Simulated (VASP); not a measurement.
# PtS2: single point with PBE

Crystal: PtS2.

```
CELL_PARAMETERS angstrom
3.62369 0.00000 0.00000
-1.81185 3.13821 0.00000
0.00000 0.00000 4.91325
ATOMIC_POSITIONS crystal
Pt 0.00000 0.00000 0.00000
S 0.33333 0.66667 0.24165
S 0.66667 0.33333 0.75835
```

This cell differs from its parent crystal: epitaxial xy strain +2.0%.

```yaml
Program: VASP 6.6.1
Task: single point
Functional: PBE
Potentials_or_basis: VASP PAW PBE potentials, release 64 (Pt_sv_GW, S)
Cutoff: 570 eV
k_mesh: 12 × 12 × 6
Occupations: fermi-dirac, width 0.02 eV
Spin: no spin polarisation
```

```json
{
 "Pressure": "0.0 GPa",
 "Largest force": "0.028 eV/Å",
 "Band gap on the k mesh": "0.52 eV (least direct gap 0.99 eV)"
}
```

Forces in eV/Å, atoms in the order of the input:
```
Pt   0.000  0.000  0.000
S    0.000  0.000  0.028
S    0.000  0.000 -0.028
```

Stress tensor (GPa, compression positive):
```
-0.86  0.00  0.00
 0.00 -0.86  0.00
 0.00  0.00  1.85
```

Levels at points of the mesh, in eV from the valence-band top:
```tsv
k point	band 12	band 13	band 14	band 15	band 16	band 17	band 18	band 19
(0.00, 0.00, 0.00)	-2.01	-1.30	-1.30	0.00	1.78	1.78	4.34	5.05
(0.50, 0.00, 0.00)	-3.28	-3.24	-3.16	-2.54	1.21	2.40	5.24	6.46
(0.00, 0.00, 0.50)	-2.68	-1.60	-1.60	-1.23	2.43	2.43	5.45	6.73
(0.50, 0.00, 0.50)	-3.22	-2.98	-2.84	-1.36	1.42	1.81	5.09	5.36
```

Run time: 110 s on 1 thread of Intel(R) Xeon(R) Platinum 8259CL CPU @ 2.50GHz (Skylake/Cascade Lake), with other jobs on the host, peak memory 0.28 GiB.

Caveat: the cell differs from its parent crystal (epitaxial xy strain +2.0%); spin-orbit coupling is left out, which moves the levels of the heavy elements. A k mesh can miss the band edges.
